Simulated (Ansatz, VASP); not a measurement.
**Two plane-wave programs on C**

```
C
1.0
    -2.46466    0.00000    0.00000
     0.00000    0.00000   -3.57197
     0.00000   -4.26892    0.00000
C
4
Cartesian
  -1.2323 -0.6515 0.0000
  0.0000 -2.7859 0.0000
  0.0000 -1.4830 0.0000
  -1.2323 -3.6174 0.0000
```

Change from the starting cell: mode 8 frozen in at +0.000 Å and mode 12 at +0.060 Å (largest displacements).

Alike in both runs: task single point; functional PBE; dispersion D3(BJ); k mesh 18 × 12 × 10; occupations gaussian, width 0.15 eV; no spin polarisation.

|  | VASP | Ansatz |
| --- | --- | --- |
| version | VASP 6.6.1 | Ansatz 0.2.0 |
| potentials or method | VASP PAW PBE potentials, release 64 (C), cutoff 520 eV | scalar-relativistic, plane waves, PAW |
| valence electrons in the cell | 16 | 16 |

|  | VASP | Ansatz | Ansatz less VASP |
| --- | --- | --- | --- |
| gap on the k mesh at the Fermi level (eV) | none | none | - |
| pressure (GPa) | 7.4 | 7.0 | -0.34 |
| traceless stress, the component that is largest in VASP (GPa) | 18.36 | 17.96 | -0.406 |
| rms of the force components (eV/Å) | 4.277 | 4.267 | -0.0098 |

Atom by atom the forces differ by 0.010 eV/Å (rms over components). A gap of «none» marks a metal or a gap that the smearing closes.
